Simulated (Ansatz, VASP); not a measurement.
**Si2C3 in VASP and in Ansatz**

```
Si C
1.0
    -1.55330    1.55330    6.31914
     1.55330   -1.55330    6.31914
     1.55330    1.55330   -6.31914
Si C
2 3
Direct
  0.10072 0.10072 0.00000
  0.89928 0.89928 0.00000
  0.60721 0.60721 0.00000
  0.50000 0.50000 0.00000
  0.39279 0.39279 0.00000
```

Alike in both runs: functional PBE; k mesh 8 × 8 × 8; occupations gaussian, width 0.1 eV; no spin polarisation.

Ansatz relaxed the structure, and its values are those at the end. VASP's run is a single point on that final structure, the one shown.

```csv
,VASP,Ansatz
version,VASP 6.6.1,Ansatz 0.2.0
potentials or method,"VASP PAW PBE potentials, release 64 (Si, C), cutoff 520 eV","scalar-relativistic, plane waves, PAW"
valence electrons in the cell,20,20
```

Ansatz gave:

| Quantity | Value |
| --- | --- |
| gap on the k mesh at the Fermi level (eV) | none |
| pressure (GPa) | 0.0 |
| rms of the force components (eV/Å) | 0.004 |

Task: Which values does VASP return?

Result: gap on the k mesh at the Fermi level (eV): none; pressure (GPa): 0.2; rms of the force components (eV/Å): 0.020.

A gap of «none» marks a metal or a gap that the smearing closes. The functional is the same, so the differences come from potentials, cutoffs and numerics.
